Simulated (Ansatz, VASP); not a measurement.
# CdS in VASP and in Ansatz

```
Cd S
1.0
     4.15000    0.00000    0.00000
    -2.07500    3.59401    0.00000
     0.00000    0.00000    6.73700
Cd S
2 2
Direct
  0.66667 0.33333 0.50000
  0.33333 0.66667 0.00000
  0.66667 0.33333 0.87500
  0.33333 0.66667 0.37500
```

Alike in both runs: task single point; functional PBE-based screened hybrid; k mesh 4 × 4 × 2; occupations fermi-dirac, width 0.05 eV; no spin polarisation.

|  | VASP | Ansatz |
| --- | --- | --- |
| version | VASP 6.6.1 | Ansatz 0.2.0 |
| potentials or method | VASP PAW PBE potentials, release 64 (Cd, S) | Ansatz PAW |
| plane-wave cutoff (eV) | 520 | 420 |
| valence electrons in the cell | 36 | 52 |

VASP gave:

```
gap on the k mesh at the Fermi level (eV)                     : 1.60
least direct gap on the mesh (eV)                             : 1.60
pressure (GPa)                                                : 2.0
traceless stress, the component that is largest in VASP (GPa) : 0.27
rms of the force components (eV/Å)                            : 0.034
```

Task: Estimate Ansatz's values.

Result: gap on the k mesh at the Fermi level (eV): 1.60; least direct gap on the mesh (eV): 1.60; pressure (GPa): 1.6; traceless stress, the component that is largest in VASP (GPa): 0.26; rms of the force components (eV/Å): 0.033.

VASP's potentials were made for PBE, not for PBE-based screened hybrid. Atom by atom the forces differ by 0.001 eV/Å (rms over components). The functional is the same, so the differences come from potentials, cutoffs and numerics. VASP's potentials hold 36 valence electrons a cell and Ansatz's 52, so a difference there can come from the potentials and not from the codes.

The k mesh is coarse, so the values compare programs but aren't converged.
